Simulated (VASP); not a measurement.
# Cu16O7 (a cell with a defect) in VASP: relaxation of the atoms with PBE

Aim: the relaxation of the atoms of Cu16O7 (a cell with a defect) with PBE.

All numbers are computed with VASP 6.6.1; they aren't measurements. Logs are shortened: lines on timing, memory, paths and dates and some standing lists are left out, and cuts for length are marked.

**1. The cell of the first run**

The cell holds a defect, 23 atoms: a = 7.379 Å, b = 7.379 Å, c = 7.379 Å, α = 109.47°, β = 109.47°, γ = 109.47°.

**2. Relaxation of the atoms, PBE (atoms taken out)**

INCAR

```
PREC = Accurate
ENCUT = 520
EDIFF = 1E-7
ISMEAR = -1
SIGMA = 0.01
LREAL = F
LASPH = T
NELM = 120
ALGO = Normal
ISIF = 2
LWAVE = F
LCHARG = F
GGA = PE
IBRION = 2
NSW = 60
EDIFFG = -0.03
NELECT = 216.0
GGA_COMPAT = F
NELMIN = 4
KPAR = 4
```

KPOINTS

```
regular mesh
0
Gamma
  3 3 3
```

POSCAR

```
Cu16O7
1.0
   -4.2600000000      4.2600000000      4.2600000000
    4.2600000000     -4.2600000000      4.2600000000
    4.2600000000      4.2600000000     -4.2600000000
Cu O
16 7
Direct
    0.2500000000      0.2500000000      0.2500000000
    0.7500000000      0.7500000000      0.2500000000
    0.7500000000      0.2500000000      0.7500000000
    0.2500000000      0.7500000000      0.7500000000
    0.7500000000      0.5000000000      0.5000000000
    0.2500000000      0.0000000000      0.5000000000
    0.2500000000      0.5000000000      0.0000000000
    0.7500000000      0.0000000000      0.0000000000
    0.5000000000      0.5000000000      0.7500000000
    0.0000000000      0.0000000000      0.7500000000
    0.0000000000      0.5000000000      0.2500000000
    0.5000000000      0.0000000000      0.2500000000
    0.5000000000      0.7500000000      0.5000000000
    0.0000000000      0.2500000000      0.5000000000
    0.0000000000      0.7500000000      0.0000000000
    0.5000000000      0.2500000000      0.0000000000
    0.5000000000      0.5000000000      0.0000000000
    0.5000000000      0.0000000000      0.5000000000
    0.0000000000      0.5000000000      0.5000000000
    0.5000000000      0.5000000000      0.5000000000
    0.0000000000      0.0000000000      0.5000000000
    0.0000000000      0.5000000000      0.0000000000
    0.5000000000      0.0000000000      0.0000000000
```

Potentials or basis: VASP PAW PBE potentials, release 64 (Cu, O).

The run is started by

```
cat potpaw_PBE.64/Cu/POTCAR potpaw_PBE.64/O/POTCAR > POTCAR
mpirun -np 4 vasp_std > vasp.out
```

OUTCAR:

```text
PREC = Accurate
   ENCUT = 520
   EDIFF = 1E-7
   ISMEAR = -1
   LREAL = F
   LASPH = T
   NELM = 120
   ISIF = 2
   GGA = PE
   IBRION = 2
   NSW = 60
   EDIFFG = -0.03
   NELECT = 216.0
   NELMIN = 4

 ion  position               nearest neighbor table
   1  0.250  0.250  0.250-  20 1.84
   2  0.750  0.750  0.250-  17 1.84  21 1.84
   3  0.750  0.250  0.750-  18 1.84  22 1.84
   4  0.250  0.750  0.750-  19 1.84  23 1.84
   5  0.750  0.500  0.500-  19 1.84  20 1.84
   6  0.250  0.000  0.500-  18 1.84  21 1.84
   7  0.250  0.500  0.000-  17 1.84  22 1.84
   8  0.750  0.000  0.000-  23 1.84
   9  0.500  0.500  0.750-  17 1.84  20 1.84
  10  0.000  0.000  0.750-  21 1.84
  11  0.000  0.500  0.250-  19 1.84  22 1.84
  12  0.500  0.000  0.250-  18 1.84  23 1.84
  13  0.500  0.750  0.500-  18 1.84  20 1.84
  14  0.000  0.250  0.500-  19 1.84  21 1.84
  15  0.000  0.750  0.000-  22 1.84
  16  0.500  0.250  0.000-  17 1.84  23 1.84
  17  0.500  0.500  0.000-   2 1.84   7 1.84   9 1.84  16 1.84
  18  0.500  0.000  0.500-   3 1.84   6 1.84  12 1.84  13 1.84
  19  0.000  0.500  0.500-   4 1.84   5 1.84  11 1.84  14 1.84
  20  0.500  0.500  0.500-   1 1.84   5 1.84   9 1.84  13 1.84
  21  0.000  0.000  0.500-   2 1.84   6 1.84  10 1.84  14 1.84
  22  0.000  0.500  0.000-   3 1.84   7 1.84  11 1.84  15 1.84
  23  0.500  0.000  0.000-   4 1.84   8 1.84  12 1.84  16 1.84

  LATTYP: Found a body centered cubic cell.
 ALAT       =     8.5200000000

  Lattice vectors:

 A1 = (  -4.2600000000,   4.2600000000,   4.2600000000)
 A2 = (   4.2600000000,  -4.2600000000,   4.2600000000)
 A3 = (   4.2600000000,   4.2600000000,  -4.2600000000)

Analysis of symmetry for initial positions (statically):
=====================================================================
 Subroutine PRICEL returns:
 Original cell was already a primitive cell.

 Routine SETGRP: Setting up the symmetry group for a
 body centered cubic supercell.

 Subroutine GETGRP returns: Found 24 space group operations
 (whereof 24 operations were pure point group operations)
 out of a pool of 48 trial point group operations.

The static configuration has the point symmetry T_d .

Analysis of symmetry for dynamics (positions and initial velocities):
=====================================================================
 Subroutine PRICEL returns:
 Original cell was already a primitive cell.

 Routine SETGRP: Setting up the symmetry group for a
 body centered cubic supercell.

 Subroutine GETGRP returns: Found 24 space group operations
 (whereof 24 operations were pure point group operations)
 out of a pool of 48 trial point group operations.

The dynamic configuration has the point symmetry T_d .

 Subroutine INISYM returns: Found 24 space group operations
 (whereof 24 operations are pure point group operations),
 and found     1 'primitive' translations

----------------------------------------------------------------------------------------

                                     Primitive cell

  volume of cell :     309.2351

  direct lattice vectors                    reciprocal lattice vectors
    -4.260000000  4.260000000  4.260000000     0.000000000  0.117370892  0.117370892
     4.260000000 -4.260000000  4.260000000     0.117370892  0.000000000  0.117370892
     4.260000000  4.260000000 -4.260000000     0.117370892  0.117370892  0.000000000

  length of vectors
     7.378536440  7.378536440  7.378536440     0.165987507  0.165987507  0.165987507

  position of ions in fractional coordinates (direct lattice)
     0.250000000  0.250000000  0.250000000
     0.750000000  0.750000000  0.250000000
     0.750000000  0.250000000  0.750000000
     0.250000000  0.750000000  0.750000000
     0.750000000  0.500000000  0.500000000
     0.250000000  0.000000000  0.500000000
[... 15 lines left out ...]
     0.000000000  0.500000000  0.000000000
     0.500000000  0.000000000  0.000000000

  ion indices of the primitive-cell ions
   primitive index   ion index
                 1           1
                 2           2
                 3           3
                 4           4
                 5           5
                 6           6
[... 15 lines left out ...]
                22          22
                23          23

----------------------------------------------------------------------------------------

 KPOINTS: regular mesh

Automatic generation of k-mesh.
 Grid dimensions read from file:
 generate k-points for:    3    3    3

 Generating k-lattice:

  Cartesian coordinates                     Fractional coordinates (reciprocal lattice)
     0.000000000  0.039123631  0.039123631     0.333333333  0.000000000  0.000000000
     0.039123631  0.000000000  0.039123631     0.000000000  0.333333333  0.000000000
     0.039123631  0.039123631  0.000000000     0.000000000  0.000000000  0.333333333

  Length of vectors
     0.055329169  0.055329169  0.055329169

  Shift w.r.t. Gamma in fractional coordinates (k-lattice)
     0.000000000  0.000000000  0.000000000

 Subroutine IBZKPT returns following result:
 ===========================================

 Found      4 irreducible k-points:

 Following reciprocal coordinates:
            Coordinates               Weight
  0.000000  0.000000  0.000000      1.000000
  0.333333  0.000000  0.000000     12.000000
  0.333333  0.333333  0.000000      8.000000
 -0.333333  0.333333  0.333333      6.000000
   k-points           NKPTS =      4   k-points in BZ     NKDIM =      4   number of bands    NBANDS=    129
   number of dos      NEDOS =    301   number of ions     NIONS =     23
   total plane-waves  NPLWV = 175616
   dimension x,y,z NGX =    56 NGY =   56 NGZ =   56
   dimension x,y,z NGXF=   112 NGYF=  112 NGZF=  112
   ions per type =              16   7
   NGX,Y,Z   is equivalent  to a cutoff of  12.62, 12.62, 12.62 a.u.
   NGXF,Y,Z  is equivalent  to a cutoff of  25.23, 25.23, 25.23 a.u.
 SYSTEM =  unknown system
   PREC   = accura    normal or accurate (medium, high low for compatibility)
   ISTART =      0    job   : 0-new  1-cont  2-samecut
   ICHARG =      2    charge: 1-file 2-atom 10-const
   ISPIN  =      1    spin polarized calculation?
   LNONCOLLINEAR =      F non collinear calculations
   LSORBIT =      F    spin-orbit coupling
   LASPH  =      T    aspherical Exc in radial PAW
   ENCUT  =  520.0 eV  38.22 Ry    6.18 a.u.  13.72 13.72 13.72*2*pi/ulx,y,z
   NELM   =    120;   NELMIN=  4; NELMDL= -5     # of ELM steps
   EDIFF  = 0.1E-06   stopping-criterion for ELM
   LREAL  =      F    real-space projection
   EDIFFG = -.3E-01   stopping-criterion for IOM
   NSW    =     60    number of steps for IOM
   IBRION =      2    ionic relax: 0-MD 1-quasi-New 2-CG
   NFREE  =      1    steps in history (QN), initial steepest desc. (CG)
   ISIF   =      2    stress and relaxation
   ISYM   =      2    0-nonsym 1-usesym 2-fastsym
   POTIM  = 0.5000    time-step for ionic-motion
   TEBEG  =    0.0;   TEEND  =   0.0 temperature during run
   PSTRESS=    0.0 pullay stress
   NELECT =     216.0000    total number of electrons
   NUPDOWN=      -1.0000    fix difference up-down
   EMIN   =  10.00;   EMAX   =-10.00  energy-range for DOS
   EFERMI =   0.00;   METHOD = LEGACY
   ISMEAR =    -1;   SIGMA  =   0.01  broadening in eV -4-tet -1-fermi 0-gaus
   EFERMI_NEDOS =   21; number of points for ismear=-14 and -15
   IALGO  =     38    algorithm
   IMIX   =      4    mixing-type and parameters
     AMIX     =   0.40;   BMIX     =  1.00
     AMIX_MAG =   1.60;   BMIX_MAG =  1.00
  volume/ion in A,a.u.               =      13.45        90.73
  Fermi-wavevector in a.u.,A,eV,Ry     =   1.452546  2.744913 28.706785  2.109889
  Thomas-Fermi vector in A             =   2.569915
   LORBIT       =      0    0 simple, 1 ext, 2 COOP (PROOUT), +10 PAW based schemes
   GGA     = PE    functional components
   LHFCALC =     F    Hartree Fock is set to
   AEXX    =    0.0000 exact exchange contribution
   IVDW    =     0    specifies the selected vdW correction
   LEPSILON=     F    determine dielectric tensor
   LRPA    =     F    only Hartree local field effects (RPA)
 conjugate gradient relaxation of ions
 non-spin polarized calculation
  energy-cutoff  :      520.00
  volume of cell :      309.24
 maximum number of plane-waves:      8391
   NGX = 27   NGY = 27   NGZ = 27

--------------------------------------- Ionic step        1  -------------------------------------------

 number of electron     215.9999998 magnetization

 Free energy of the ion-electron system (eV)
  ---------------------------------------------------
  ext. energy  EPLUGINS =         0.00000000
  ---------------------------------------------------
  free energy    TOTEN  =      -109.09614225 eV

  energy without entropy =     -109.08928474  energy(sigma->0) =     -109.09271350

------------------------ aborting loop because EDIFF is reached ----------------------------------------

  FORCE on cell =-STRESS in cart. coord.  units (eV):
  Direction    XX          YY          ZZ          XY          YZ          ZX
  --------------------------------------------------------------------------------------
  -------------------------------------------------------------------------------------
  Total      -18.2942633    -18.2942633    -18.2942633     -0.0000000     -0.0000000     -0.0000000
  in kB      -94.7843681    -94.7843681    -94.7843681     -0.0000000     -0.0000000     -0.0000000
  external PRESSURE =     -94.7843681 kB  Pullay stress =       0.0000000 kB
[... 152 lines left out ...]
  FREE ENERGIE OF THE ION-ELECTRON SYSTEM (eV)
  ---------------------------------------------------
  free  energy   TOTEN  =      -109.8571935602 eV

  energy  without entropy=     -109.8500948872  energy(sigma->0) =     -109.85364422

[... ionic steps 4 to 25 ...]

--------------------------------------- Ionic step       26  -------------------------------------------

 number of electron     216.0000001 magnetization

------------------------ aborting loop because EDIFF is reached ----------------------------------------
[... 109 lines left out ...]
--------------------------------------- Ionic step       28  -------------------------------------------

 number of electron     215.9999996 magnetization

 Free energy of the ion-electron system (eV)
  ---------------------------------------------------
  ext. energy  EPLUGINS =         0.00000000
  ---------------------------------------------------
  free energy    TOTEN  =      -110.44815071 eV

  energy without entropy =     -110.44708992  energy(sigma->0) =     -110.44762031

 E-fermi :   3.8820     XC(G=0): -10.8366

 val. band max:        3.8350635202   @ k =   0.3333   0.0000   0.0000
 cond. band min:       3.9276936428   @ k =  -0.3333   0.3333   0.3333
 fundamental gap:      0.0926301227
 Fermi energy:         3.8820181548

 k-point     1 :       0.0000    0.0000    0.0000
  band No.  band energies     occupation
      1     -15.2476      2.00000
      2     -15.0079      2.00000
      3     -15.0079      2.00000
      4     -14.8106      2.00000
      5     -14.8106      2.00000
      6     -14.8106      2.00000
[... 481 lines left out ...]
    119       8.0946      0.00000
    120       8.4869      0.00000
 [bands above 120 left out]

------------------------ aborting loop because EDIFF is reached ----------------------------------------

  FORCE on cell =-STRESS in cart. coord.  units (eV):
  Direction    XX          YY          ZZ          XY          YZ          ZX
  --------------------------------------------------------------------------------------
  -------------------------------------------------------------------------------------
  Total      -27.0430867    -27.0430867    -27.0430867      0.0000000     -0.0000000     -0.0000000
  in kB     -140.1128783   -140.1128783   -140.1128783      0.0000000     -0.0000000     -0.0000000
  external PRESSURE =    -140.1128783 kB  Pullay stress =       0.0000000 kB
[... 38 lines left out ...]
  FREE ENERGIE OF THE ION-ELECTRON SYSTEM (eV)
  ---------------------------------------------------
  free  energy   TOTEN  =      -110.4481507109 eV

  energy  without entropy=     -110.4470899169  energy(sigma->0) =     -110.44762031

 reached required accuracy - stopping structural energy minimisation
```

Run time: 40 min. Hardware: 4 MPI ranks of Intel Xeon Platinum 8259CL at 2.50GHz (Skylake/Cascade Lake), shared host; peak memory 0.54 GiB.

What came out:

```yaml
Free_energy: -110.4482 eV
Energy_gained_by_relaxing: 58.8 meV/atom
Ionic_steps: 28
Largest_force_after_relaxing: 0.023 eV/Å
```

Forces on the atoms (eV/Å):
```
Cu  -0.013 -0.013 -0.013
Cu   0.006  0.006 -0.008
Cu   0.006 -0.008  0.006
Cu  -0.008  0.006  0.006
Cu  -0.008 -0.006 -0.006
Cu   0.006  0.008 -0.006
Cu   0.006 -0.006  0.008
Cu  -0.013  0.013  0.013
Cu  -0.006 -0.006 -0.008
Cu   0.013  0.013 -0.013
Cu   0.008 -0.006  0.006
Cu  -0.006  0.008  0.006
Cu  -0.006 -0.008 -0.006
Cu   0.008  0.006 -0.006
Cu   0.013 -0.013  0.013
Cu  -0.006  0.006  0.008
O    0.000  0.000  0.000
O    0.000  0.000  0.000
O    0.000  0.000  0.000
O    0.004  0.004  0.004
O   -0.004 -0.004  0.004
O   -0.004  0.004 -0.004
O    0.004 -0.004 -0.004
```

The path:
```tsv
step	energy change (eV)	largest force (eV/Å)	pressure (GPa)
1	0.0000	1.9416	-9.48
2	-0.5539	0.9686	-10.93
3	-0.7611	1.0737	-11.52
4	-0.6410	1.2607	-10.93
5	-0.8004	1.1978	-11.57
6	-1.0676	0.6214	-12.52
7	-1.0933	0.5123	-12.81
8	-1.2325	0.2493	-13.62
9	-1.2325	0.2477	-13.63
10	-1.2513	0.1123	-13.80
11	-1.2513	0.1138	-13.81
12	-1.2608	0.0898	-13.78
13	-1.2665	0.1661	-13.73
14	-1.2722	0.1602	-13.73
15	-1.2855	0.1565	-13.72
16	-1.3060	0.1704	-13.69
17	-1.2736	0.4372	-13.66
18	-1.3102	0.2163	-13.70
19	-1.3157	0.2019	-13.71
20	-1.3253	0.1756	-13.70
21	-1.3262	0.2114	-13.72
22	-1.3323	0.2003	-13.75
23	-1.3437	0.1689	-13.85
24	-1.3340	0.2558	-13.97
25	-1.3453	0.1501	-13.88
26	-1.3499	0.0712	-13.94
27	-1.3515	0.0607	-14.00
28	-1.3520	0.0231	-14.01
```

Final structure:
```
CELL_PARAMETERS angstrom
-4.26000 4.26000 4.26000
4.26000 -4.26000 4.26000
4.26000 4.26000 -4.26000
ATOMIC_POSITIONS crystal
Cu 0.20714 0.20714 0.20714
Cu 0.75226 0.75226 0.26070
Cu 0.75226 0.26070 0.75226
Cu 0.26070 0.75226 0.75226
Cu 0.73930 0.49156 0.49156
Cu 0.24774 0.00000 0.50844
Cu 0.24774 0.50844 0.00000
Cu 0.79286 0.00000 0.00000
Cu 0.49156 0.49156 0.73930
Cu 0.00000 0.00000 0.79286
Cu 0.00000 0.50844 0.24774
Cu 0.50844 0.00000 0.24774
Cu 0.49156 0.73930 0.49156
Cu 0.00000 0.24774 0.50844
Cu 0.00000 0.79286 0.00000
Cu 0.50844 0.24774 0.00000
O 0.50000 0.50000 0.00000
O 0.50000 0.00000 0.50000
O 0.00000 0.50000 0.50000
O 0.47290 0.47290 0.47290
O 0.00000 0.00000 0.52710
O 0.00000 0.52710 0.00000
O 0.52710 0.00000 0.00000
```

Levels at points of the mesh, in eV from the Fermi level:
```csv
k point,band 104,band 105,band 106,band 107,band 108,band 109,band 110,band 111
"(0.00, 0.00, 0.00)",-0.42,-0.26,-0.26,0.22,0.22,0.22,1.26,2.08
```

Caveat: the cell carries a net charge on a neutralising background, which shifts energy and pressure; the cell differs from its parent crystal (atoms taken out); the cell is charged against a uniform background, so pressure and absolute levels hang on convention.
